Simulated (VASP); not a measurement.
Be2C, 3 atoms in the cell. The structure is cubic, space group Fm-3m (No. 225). The conventional cell has a = 4.311 Å, b = 4.311 Å, c = 4.311 Å, α = 90.00°, β = 90.00°, γ = 90.00°. Within 2.5 Å of Be (site symmetry -43m) lie 4 C at 1.87 Å and 6 Be at 2.16 Å. Within 2.5 Å of C (site symmetry m-3m) lie 8 Be at 1.87 Å. 

| Item | Value |
| --- | --- |
| Program | VASP 6.6.1 |
| Task | vibrations by perturbation theory |
| Functional | PBEsol |
| Potentials or basis | VASP PAW PBE potentials, release 64 (Be, C) |
| Cutoff | 600 eV |
| k mesh | 8 × 8 × 8 |
| Occupations | gaussian, width 0.01 eV |
| Spin | no spin polarisation |
| Dipole correction | no |
| Further INCAR settings | ALGO = Normal; EDIFF = 1e-08; IBRION = 8; NSW = 1 |

Potentials or basis: VASP PAW PBE potentials, release 64 (Be, C).

Launch:

```console
$ cat potpaw_PBE.64/Be/POTCAR potpaw_PBE.64/C/POTCAR > POTCAR
$ mpirun -np 1 vasp_std > vasp.out
```

Hardware: 1 thread of Intel(R) Xeon(R) Platinum 8488C (Sapphire Rapids), on a shared host.

Problem. How long does it take, and how much memory?

Solution. Wall time 59 s on 1 thread of Intel(R) Xeon(R) Platinum 8488C (Sapphire Rapids), on a shared host, peak memory 0.17 GiB. Counts: scf iterations 37, k points 29.
